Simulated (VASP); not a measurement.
SnSe (rocksalt type), 2 atoms in the cell. Symmetry: Fm-3m, No. 225, cubic system. Conventional cell: a = 4.967 Å, b = 4.967 Å, c = 4.967 Å, α = 90.00°, β = 90.00°, γ = 90.00°. Within 3.3 Å of Sn (site symmetry m-3m) lie 6 Se at 2.48 Å. Se (site symmetry m-3m) has 6 Sn at 2.48 Å within 3.3 Å. 

- Program: VASP 6.6.1
- Task: single point
- Functional: PBE
- Potentials or basis: VASP PAW PBE potentials, release 64 (Sn_d, Se)
- Cutoff: 520 eV
- k mesh: 14 × 14 × 14
- Occupations: fermi-dirac, width 0.1 eV
- Spin: no spin polarisation
- Dipole correction: no
- Further INCAR settings: ALGO = Normal; EDIFF = 1e-06; NBANDS = 17

Potentials or basis: VASP PAW PBE potentials, release 64 (Sn_d, Se).

Run with:

```sh
$ cat potpaw_PBE.64/Sn_d/POTCAR potpaw_PBE.64/Se/POTCAR > POTCAR
$ mpirun -np 1 vasp_std > vasp.out
```

Hardware: 1 thread of AMD EPYC 9R45 96-Core Processor (Zen 5) (shared host).

Question: Estimate the wall time of this run.

Answer: Run time: 29 s on 1 thread of AMD EPYC 9R45 96-Core Processor (Zen 5), with other jobs on the host, peak memory 0.17 GiB. Counts: scf iterations 11, k points 104.
